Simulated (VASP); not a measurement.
# NaH (P1) in VASP: a series of runs

The runs below take NaH through single point, with PBEsol.

Program: VASP 6.6.1. These are calculated values, not measurements. Logs are shortened: lines on timing, memory, paths and dates and some standing lists are left out, and cuts for length are marked.

## 1. The cell of the first run

The typed cell holds 16 atoms: a = 6.947 Å, b = 6.947 Å, c = 6.947 Å, α = 60.00°, β = 60.00°, γ = 60.00°.

## 2. Single point, PBEsol

Contents of INCAR:

```
SYSTEM = NaH
PREC = Accurate ; ENCUT = 520
EDIFF = 1E-7 ; ISMEAR = -1
SIGMA = 0.0689 ; LREAL = Auto
LASPH = .TRUE. ; NELM = 60
ALGO = Normal ; ISIF = 2
LWAVE = .FALSE. ; LCHARG = .FALSE.
GGA = PS ; NBANDS = 46
```

Contents of KPOINTS:

```
Automatic mesh
0
Gamma
  2 2 2
  0.5 0.5 0.5
```

Contents of POSCAR:

```
NaH
1.0
   -4.9123188227     -4.9123188227      0.0000000000
    0.0000000000     -4.9123188227      4.9123188227
   -4.9123188227      0.0000000000      4.9123188227
Na H
8 8
Direct
    0.5180456709     -0.0360710504      0.0139672327
   -0.1055691861      0.0540244861      0.0703546558
    0.4649045761      0.5488423283      0.0052526110
    0.0242381458      0.4713752473      0.0081730241
    0.5285289074     -0.0345473301      0.4956491197
   -0.0268909663     -0.0119611536      0.5535819433
    0.4750248476      0.4770631925      0.5825453525
    0.0220776590      0.4772366340      0.5110959998
    0.7518749563      0.2782469032      0.3288128394
    0.2978553618      0.2585458204      0.2163183088
    0.7607310590      0.7234623053      0.3053096825
    0.2115510083      0.7846048148      0.2553221900
    0.7459300042      0.2277714538      0.7973922584
    0.1992637358      0.2605769385      0.7578988935
    0.7084076025      0.7699770997      0.7749232363
    0.2488428671      0.7603693154      0.7732640403
```

Potentials or basis: VASP PAW PBE potentials, release 64 (Na_pv, H).

The run is started by

```sh
cat potpaw_PBE.64/Na_pv/POTCAR potpaw_PBE.64/H/POTCAR > POTCAR
mpirun -np 1 vasp_std > vasp.out
```

OUTCAR:

```text
SYSTEM = NaH
   PREC = Accurate
   ENCUT = 520
   EDIFF = 1E-7
   ISMEAR = -1
   LREAL = Auto
   LASPH = .TRUE.
   NELM = 60
   ISIF = 2
   GGA = PS

 ion  position               nearest neighbor table
   1  0.518  0.964  0.014-
   2  0.894  0.054  0.070-
   3  0.465  0.549  0.005-
   4  0.024  0.471  0.008-
   5  0.529  0.965  0.496-
   6  0.973  0.988  0.554-
[... 8 lines left out ...]
  15  0.708  0.770  0.775-
  16  0.249  0.760  0.773-

  LATTYP: Found a face centered cubic cell.
 ALAT       =     9.8246376454

  Lattice vectors:

 A1 = (  -4.9123188227,  -4.9123188227,   0.0000000000)
 A2 = (   0.0000000000,  -4.9123188227,   4.9123188227)
 A3 = (  -4.9123188227,   0.0000000000,   4.9123188227)

Analysis of symmetry for initial positions (statically):
=====================================================================
 Subroutine PRICEL returns:
 Original cell was already a primitive cell.

 Routine SETGRP: Setting up the symmetry group for a
 face centered cubic supercell.

 Subroutine GETGRP returns: Found  1 space group operations
 (whereof  1 operations were pure point group operations)
 out of a pool of 48 trial point group operations.

The static configuration has the point symmetry C_1 .

Analysis of symmetry for dynamics (positions and initial velocities):
=====================================================================
 Subroutine PRICEL returns:
 Original cell was already a primitive cell.

 Routine SETGRP: Setting up the symmetry group for a
 face centered cubic supercell.

 Subroutine GETGRP returns: Found  1 space group operations
 (whereof  1 operations were pure point group operations)
 out of a pool of 48 trial point group operations.

The dynamic configuration has the point symmetry C_1 .

 Subroutine INISYM returns: Found  1 space group operations
 (whereof  1 operations are pure point group operations),
 and found     1 'primitive' translations

----------------------------------------------------------------------------------------

                                     Primitive cell

  volume of cell :     237.0771

  direct lattice vectors                    reciprocal lattice vectors
    -4.912318823 -4.912318823  0.000000000    -0.101784924 -0.101784924 -0.101784924
[... 107 lines left out ...]
   EDIFFG = 0.1E-05   stopping-criterion for IOM
   NSW    =      0    number of steps for IOM
   IBRION =     -1    ionic relax: 0-MD 1-quasi-New 2-CG
   NFREE  =      0    steps in history (QN), initial steepest desc. (CG)
   ISIF   =      2    stress and relaxation
   ISYM   =      2    0-nonsym 1-usesym 2-fastsym
   POTIM  = 0.5000    time-step for ionic-motion
   TEBEG  =    0.0;   TEEND  =   0.0 temperature during run
   PSTRESS=    0.0 pullay stress
   NELECT =      64.0000    total number of electrons
   NUPDOWN=      -1.0000    fix difference up-down
   EMIN   =  10.00;   EMAX   =-10.00  energy-range for DOS
   EFERMI =   0.00;   METHOD = LEGACY
   ISMEAR =    -1;   SIGMA  =   0.07  broadening in eV -4-tet -1-fermi 0-gaus
   EFERMI_NEDOS =   21; number of points for ismear=-14 and -15
   IALGO  =     38    algorithm
   IMIX   =      4    mixing-type and parameters
     AMIX     =   0.40;   BMIX     =  1.00
     AMIX_MAG =   1.60;   BMIX_MAG =  1.00
  volume/ion in A,a.u.               =      14.82        99.99
  Fermi-wavevector in a.u.,A,eV,Ry     =   1.058047  1.999419 15.231224  1.119463
  Thomas-Fermi vector in A             =   2.193342
   LORBIT       =      0    0 simple, 1 ext, 2 COOP (PROOUT), +10 PAW based schemes
   GGA     = PS    functional components
   LHFCALC =     F    Hartree Fock is set to
   AEXX    =    0.0000 exact exchange contribution
   IVDW    =     0    specifies the selected vdW correction
   LEPSILON=     F    determine dielectric tensor
   LRPA    =     F    only Hartree local field effects (RPA)
 non-spin polarized calculation
  energy-cutoff  :      520.00
  volume of cell :      237.08
 maximum number of plane-waves:      6400
 NGX is ok and might be reduce to    54
   NGX = 25   NGY = 25   NGZ = 25

 number of electron      64.0000000 magnetization

 Free energy of the ion-electron system (eV)
  ---------------------------------------------------
  ext. energy  EPLUGINS =         0.00000000
  ---------------------------------------------------
  free energy    TOTEN  =       -39.59903050 eV

  energy without entropy =      -39.59903050  energy(sigma->0) =      -39.59903050

 E-fermi :   0.4076     XC(G=0):  -7.6997

 val. band max:       -1.2449420227   @ k =   0.0000   0.2500   0.5000
 cond. band min:       2.4286832764   @ k =   0.0000   0.0000  -0.2500
 fundamental gap:      3.6736252990
 Fermi energy:         0.4075815434

 k-point     1 :       0.2500    0.2500    0.2500
  band No.  band energies     occupation
      1     -23.5981      2.00000
      2     -23.5472      2.00000
      3     -23.5394      2.00000
      4     -23.5220      2.00000
      5     -23.4986      2.00000
      6     -23.4959      2.00000
[... 741 lines left out ...]
     43       6.2012      0.00000
     44       6.4592      0.00000
 [bands above 44 left out]

------------------------ aborting loop because EDIFF is reached ----------------------------------------

  FORCE on cell =-STRESS in cart. coord.  units (eV):
  Direction    XX          YY          ZZ          XY          YZ          ZX
  --------------------------------------------------------------------------------------
  -------------------------------------------------------------------------------------
  Total       -0.7496470     -0.7812134     -0.6538366     -0.1480435      0.4428296     -0.4258237
  in kB       -5.0661463     -5.2794739     -4.4186560     -1.0004842      2.9926612     -2.8777351
  external PRESSURE =      -4.9214254 kB  Pullay stress =       0.0000000 kB

 VOLUME and BASIS-vectors are now :
 -----------------------------------------------------------------------------
  energy-cutoff  :      520.00
  volume of cell :      237.08
      direct lattice vectors                 reciprocal lattice vectors
    -4.912318823 -4.912318823  0.000000000    -0.101784924 -0.101784924 -0.101784924
     0.000000000 -4.912318823  4.912318823     0.101784924 -0.101784924  0.101784924
    -4.912318823  0.000000000  4.912318823    -0.101784924  0.101784924  0.101784924

 POSITION                                       TOTAL-FORCE (eV/Angst)
 -----------------------------------------------------------------------------------
     -2.61342     -7.27993      4.80374         0.083218      0.187311      0.486418
     -4.73933     -4.65911      0.61099        -0.498772     -0.442763     -0.527950
     -2.30956     -4.97985      2.72189        -0.151568      0.117137      0.110076
     -0.15921     -2.43461      2.35569        -0.090187      0.133898      0.414254
     -5.03109     -7.33891      7.17740         0.149966      0.275812      0.748179
     -7.49959     -9.63378      7.57293        -0.091598     -0.262575     -0.130824
[... 8 lines left out ...]
     -7.28659     -7.26230      7.58904        -0.247076     -0.100426     -0.245112
     -5.02092     -4.95757      7.53370         0.254979      0.201929     -0.237569
 -----------------------------------------------------------------------------------
    total drift:                                0.000436     -0.000475     -0.000002

  FREE ENERGIE OF THE ION-ELECTRON SYSTEM (eV)
  ---------------------------------------------------
  free  energy   TOTEN  =       -39.5990305020 eV

  energy  without entropy=      -39.5990305019  energy(sigma->0) =      -39.59903050
```

stdout:

```text
POSCAR found type information on POSCAR NaH
 POSCAR found :  2 types and      16 ions
 scaLAPACK will be used
 -----------------------------------------------------------------------------
|                                                                             |
|                                                                             |
|     You enforced a specific xc type in the INCAR file but a different       |
|     I HOPE YOU KNOW WHAT YOU ARE DOING!                                     |
|                                                                             |
 -----------------------------------------------------------------------------

 LDA part: xc-table for (Slater+PW92), standard interpolation
 POSCAR, INCAR and KPOINTS ok, starting setup
 FFT: planning ... GRIDC
 FFT: planning ... GRID_SOFT
 FFT: planning ... GRID
 WAVECAR not read
 entering main loop
```

It took 4.4 min on 1 thread of Intel Xeon 6975P-C (Granite Rapids), shared host; peak memory 0.42 GiB.

Results:

* Free energy: -39.5990 eV
* Pressure: -0.5 GPa
* Largest force: 0.851 eV/Å
* Band gap on the k mesh: 3.67 eV (least direct gap 3.80 eV)

Forces on the atoms (eV/Å):
```
Na   0.083  0.187  0.486
Na  -0.499 -0.443 -0.528
Na  -0.152  0.117  0.110
Na  -0.090  0.134  0.414
Na   0.150  0.276  0.748
Na  -0.092 -0.263 -0.131
Na   0.143 -0.259 -0.325
Na   0.340  0.019 -0.049
H    0.359  0.207 -0.435
H   -0.134  0.168  0.081
H    0.281 -0.064 -0.132
H   -0.215  0.032  0.066
H    0.254 -0.008  0.034
H   -0.436 -0.206  0.142
H   -0.247 -0.100 -0.245
H    0.255  0.202 -0.238
```

Levels at points of the mesh, in eV from the valence-band top:
```tsv
k point	band 28	band 29	band 30	band 31	band 32	band 33	band 34	band 35	band 36	band 37
(0.25, 0.25, 0.25)	-0.81	-0.74	-0.39	-0.22	-0.18	3.75	3.83	3.97	4.54	4.71
```

Caveat: the k points lie up to 0.55 Å⁻¹ apart; the atoms stand as in a frame of molecular dynamics; the PAW data sets were made with another functional, which shifts forces and pressure a little; a shifted mesh leaves out Γ, where band edges can lie.

## 3. Single point, PBEsol

Contents of INCAR:

```
PREC = Accurate ; ENCUT = 520
EDIFF = 1E-6 ; ISMEAR = -1
SIGMA = 0.0689 ; LREAL = Auto
LASPH = True ; NELM = 100
ALGO = Normal ; ISIF = 2
LWAVE = False ; LCHARG = False
GGA = PS ; NBANDS = 46
```

KPOINTS is that of step 2.

Contents of POSCAR:

```
NaH
1.0
   -4.9123188227     -4.9123188227      0.0000000000
    0.0000000000     -4.9123188227      4.9123188227
   -4.9123188227      0.0000000000      4.9123188227
Na H
8 8
Direct
    0.4596072815     -0.0323432794      0.0531432322
   -0.1402157565      0.0893277729      0.0717499236
    0.4312899013      0.5440156872      0.0567686077
   -0.0025028913      0.4522703188      0.0691192922
    0.5088978526     -0.0425934284      0.5590175636
    0.0088176280     -0.0512900341      0.5869952876
    0.5401390048      0.4448644477      0.5934156770
    0.0226443975      0.4908550497      0.5292796730
    0.6570840812      0.2942973679      0.3394434604
    0.2286306204      0.2288016191      0.2757991793
    0.7334846597      0.7885529502      0.2993414217
    0.2293121722      0.6780373221      0.3663387017
    0.7877784687      0.2666349737      0.7335873607
    0.2183566537      0.2548758631      0.8060780749
    0.7278452660      0.7136914615      0.8696373656
    0.2476975831      0.6905308109      0.8205653268
```

Potentials or basis: VASP PAW PBE potentials, release 64 (Na_pv, H).

The run is started by

```sh
cat potpaw_PBE.64/Na_pv/POTCAR potpaw_PBE.64/H/POTCAR > POTCAR
mpirun -np 1 vasp_std > vasp.out
```

Wall time 3.7 min (1 thread of Intel Xeon 6975P-C (Granite Rapids), shared host); peak memory 0.42 GiB.

The run converged. Its results:

```yaml
Free_energy: -39.2707 eV
Pressure: 0.2 GPa
Largest_force: 1.117 eV/Å
Band_gap_on_the_k_mesh: 3.52 eV (least direct gap 3.70 eV)
```

Forces on the atoms (eV/Å):
```
Na  -0.219  0.074  0.354
Na  -0.257 -0.242 -0.386
Na  -0.397  0.169  0.047
Na   0.296 -0.147  0.269
Na   0.211  0.056  0.482
Na  -0.024 -0.050 -0.072
Na   1.075  0.201  0.229
Na  -0.052  0.606 -0.008
H   -0.133  0.003 -0.740
H   -0.349 -0.054  0.047
H   -0.058  0.205 -0.247
H    0.248 -0.903  0.260
H   -0.634  0.225  0.112
H   -0.276  0.279 -0.197
H    0.392 -0.143 -0.201
H    0.177 -0.279  0.050
```

Stress tensor (GPa, compression positive):
```
 0.35  0.16 -0.29
 0.16 -0.02 -0.03
-0.29 -0.03  0.28
```

Levels at points of the mesh, in eV from the valence-band top:
```
           k point  band 29  band 30  band 31  band 32  band 33  band 34  band 35  band 36
(0.25, 0.25, 0.25)    -0.74    -0.38    -0.27    -0.18     3.52     3.67     3.89     4.37
```

Caveat: the k points lie up to 0.55 Å⁻¹ apart; the atoms stand as in a frame of molecular dynamics; the PAW data sets were made with another functional, which shifts forces and pressure a little; a shifted mesh leaves out Γ, where band edges can lie. A k mesh can miss the band edges.

(Part 1 of 2 ends here.)
